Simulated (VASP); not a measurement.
# Cu (P6_3/mmc) in VASP: a series of runs, part 2 of 2

VASP 6.6.1. Earlier steps stand in the parts before.

## Step 5: Single point, PBEsol

This run uses another cell than the first one, of 11.32 Å³/atom.

Contents of INCAR:

```
  ALGO = Fast
  EDIFF = 1E-6
  ENCUT = 520
  GGA = PS
  ISIF = 2
  ISMEAR = 0
  LASPH = T
  LCHARG = F
  LREAL = F
  LWAVE = F
  NBANDS = 18
  NELM = 100
  PREC = Accurate
  SIGMA = 0.1
```

Contents of KPOINTS:

```
k-points
0
Gamma
  24 24 12
```

Contents of POSCAR:

```
Cu
1.0
    2.5205910252      0.0000000000      0.0000000000
   -1.2602955126      2.1828958604      0.0000000000
    0.0000000000      0.0000000000      4.1165232675
Cu
2
Direct
    0.3333333333      0.6666666667      0.2500000000
    0.6666666667      0.3333333333      0.7500000000
```

Potentials or basis: VASP PAW PBE potentials, release 64 (Cu).

The run is started by

```sh
$ cat potpaw_PBE.64/Cu/POTCAR > POTCAR
$ mpirun -np 1 vasp_std > vasp.out
```

OUTCAR:

```text
EDIFF = 1E-6
   ENCUT = 520
   GGA = PS
   ISIF = 2
   ISMEAR = 0
   LASPH = T
   LREAL = F
   NELM = 100
   PREC = Accurate

 ion  position               nearest neighbor table
   1  0.333  0.667  0.250-   2 2.52   2 2.52   2 2.52   2 2.52   2 2.52   2 2.52
   2  0.667  0.333  0.750-   1 2.52   1 2.52   1 2.52   1 2.52   1 2.52   1 2.52

  LATTYP: Found a hexagonal cell.
 ALAT       =     2.5205910252
 C/A-ratio  =     1.6331579484

  Lattice vectors:

 A1 = (   2.5205910252,   0.0000000000,   0.0000000000)
 A2 = (  -1.2602955126,   2.1828958604,   0.0000000000)
 A3 = (   0.0000000000,   0.0000000000,   4.1165232675)

Analysis of symmetry for initial positions (statically):
=====================================================================
 Subroutine PRICEL returns:
 Original cell was already a primitive cell.

 Routine SETGRP: Setting up the symmetry group for a
 hexagonal supercell.

 Subroutine GETGRP returns: Found 24 space group operations
 (whereof 12 operations were pure point group operations)
 out of a pool of 24 trial point group operations.

[... 162 lines left out ...]
  free energy    TOTEN  =        -8.60173073 eV

  energy without entropy =       -8.59918047  energy(sigma->0) =       -8.60045560

 E-fermi :   7.8992     XC(G=0): -13.1543

 val. band max:        7.8854974873   @ k =   0.2500   0.0833   0.3333
 cond. band min:       7.9143717316   @ k =   0.5000  -0.0000   0.0000
 fundamental gap:      0.0288742443
 Fermi energy:         7.8992113651

 k-point     1 :       0.0000    0.0000    0.0000
  band No.  band energies     occupation
      1      -1.7843      2.00000
      2       2.5932      2.00000
      3       4.7681      2.00000
      4       4.8325      2.00000
      5       4.8325      2.00000
      6       5.0555      2.00000
[... 481 lines left out ...]
      5       4.7448      2.00000
      6       4.8525      2.00000
[... 10 lines left out ...]
     17      20.8492      0.00000
     18      28.0135      0.00000

 [... further k-points ...]

------------------------ aborting loop because EDIFF is reached ----------------------------------------

  FORCE on cell =-STRESS in cart. coord.  units (eV):
  Direction    XX          YY          ZZ          XY          YZ          ZX
  --------------------------------------------------------------------------------------
  -------------------------------------------------------------------------------------
  Total        0.0795196      0.0795196      0.1776831      0.0000000     -0.0000000      0.0000000
  in kB        5.6249538      5.6249538     12.5687105      0.0000000     -0.0000000      0.0000000
  external PRESSURE =       7.9395393 kB  Pullay stress =       0.0000000 kB

 VOLUME and BASIS-vectors are now :
 -----------------------------------------------------------------------------
  energy-cutoff  :      520.00
  volume of cell :       22.65
      direct lattice vectors                 reciprocal lattice vectors
     2.520591025  0.000000000  0.000000000     0.396732350  0.229053529  0.000000000
    -1.260295513  2.182895860  0.000000000     0.000000000  0.458107058  0.000000000
     0.000000000  0.000000000  4.116523267     0.000000000  0.000000000  0.242923442

 POSITION                                       TOTAL-FORCE (eV/Angst)
 -----------------------------------------------------------------------------------
     -0.00000      1.45526      1.02913         0.000000     -0.000000      0.000000
      1.26030      0.72763      3.08739        -0.000000      0.000000      0.000000
 -----------------------------------------------------------------------------------
    total drift:                               -0.000000      0.000000     -0.000000

  FREE ENERGIE OF THE ION-ELECTRON SYSTEM (eV)
  ---------------------------------------------------
  free  energy   TOTEN  =        -8.6017307326 eV

  energy  without entropy=       -8.5991804663  energy(sigma->0) =       -8.60045560
```

OSZICAR:

```text
N       E                     dE             d eps       ncg     rms          rms(c)
DAV:   1     0.119693938433E+03    0.11969E+03   -0.10577E+04 16860   0.222E+03
DAV:   2    -0.491644504815E+01   -0.12461E+03   -0.11816E+03 15434   0.288E+02
DAV:   3    -0.107448212573E+02   -0.58284E+01   -0.56361E+01 17220   0.848E+01
DAV:   4    -0.108054575281E+02   -0.60636E-01   -0.60593E-01 18314   0.925E+00
DAV:   5    -0.108062265797E+02   -0.76905E-03   -0.76903E-03 18890   0.900E-01    0.119E+01
RMM:   6    -0.937408963505E+01    0.14321E+01   -0.12456E+01 17982   0.626E+01    0.657E+00
RMM:   7    -0.862652571971E+01    0.74756E+00   -0.21514E+00 17783   0.270E+01    0.150E+00
RMM:   8    -0.860489239410E+01    0.21633E-01   -0.73433E-02 18859   0.252E+00    0.413E-01
RMM:   9    -0.860145582923E+01    0.34366E-02   -0.16623E-02 18594   0.242E+00    0.437E-02
RMM:  10    -0.860170732303E+01   -0.25149E-03   -0.25369E-03 19091   0.602E-01    0.475E-02
RMM:  11    -0.860172003533E+01   -0.12712E-04   -0.38843E-04 19159   0.195E-01    0.965E-03
RMM:  12    -0.860172975973E+01   -0.97244E-05   -0.92162E-05 20695   0.942E-02    0.327E-03
RMM:  13    -0.860173073264E+01   -0.97291E-06   -0.83991E-06 15231   0.284E-02
   1 F= -.86017307E+01 E0= -.86004556E+01  d E =-.255027E-02
```

stdout:

```text
POSCAR found type information on POSCAR Cu
 POSCAR found :  1 types and       2 ions
 scaLAPACK will be used
 -----------------------------------------------------------------------------
|                                                                             |
|                                                                             |
|     You enforced a specific xc type in the INCAR file but a different       |
|     I HOPE YOU KNOW WHAT YOU ARE DOING!                                     |
|                                                                             |
 -----------------------------------------------------------------------------

 LDA part: xc-table for (Slater+PW92), standard interpolation
 POSCAR, INCAR and KPOINTS ok, starting setup
 FFT: planning ... GRIDC
 FFT: planning ... GRID_SOFT
 FFT: planning ... GRID
 WAVECAR not read
 entering main loop
```

Wall time 3 min (1 thread of Intel Xeon 8259CL, shared host); peak memory 0.25 GiB.

Results:

* Free energy: -8.6017 eV
* Pressure: 0.8 GPa
* Band gap on the k mesh: zero (bands 11 and 12 overlap by 6.13 eV)

Caveat: the PAW data sets were made with another functional, which shifts forces and pressure a little.

## Step 6: Summary

```csv
cell,further INCAR settings,gap on the mesh (eV),pressure (GPa)
"a = 2.420, b = 2.420, c = 4.237 Å, angles 90.0, 90.0, 120.0°, 2 atoms",ALGO = Fast; EDIFF = 1e-06; NBANDS = 18,none,12.4
"a = 2.470, b = 2.470, c = 4.178 Å, angles 90.0, 90.0, 120.0°, 2 atoms",ALGO = Fast; EDIFF = 1e-07; NBANDS = 18,none,5.6
"a = 2.470, b = 2.470, c = 4.166 Å, angles 90.0, 90.0, 120.0°, 2 atoms",ALGO = Fast; EDIFF = 1e-07; NBANDS = 18,none,6.2
"a = 2.521, b = 2.521, c = 4.117 Å, angles 90.0, 90.0, 120.0°, 2 atoms",ALGO = Fast; EDIFF = 1e-06; NBANDS = 18,none,0.8
```

Alike in all rows: task single point; level PBEsol; potentials or basis VASP PAW PBE potentials, release 64 (Cu); no spin polarisation; k mesh 24 × 24 × 12; cutoff (eV) 520; smearing gaussian 0.1 eV.

Caveats: the PAW data sets were made with another functional, which shifts forces and pressure a little; the cell stands under pressure (at least some runs).

Total energies depend on the potentials used, so only differences within one code and one set of settings carry meaning.
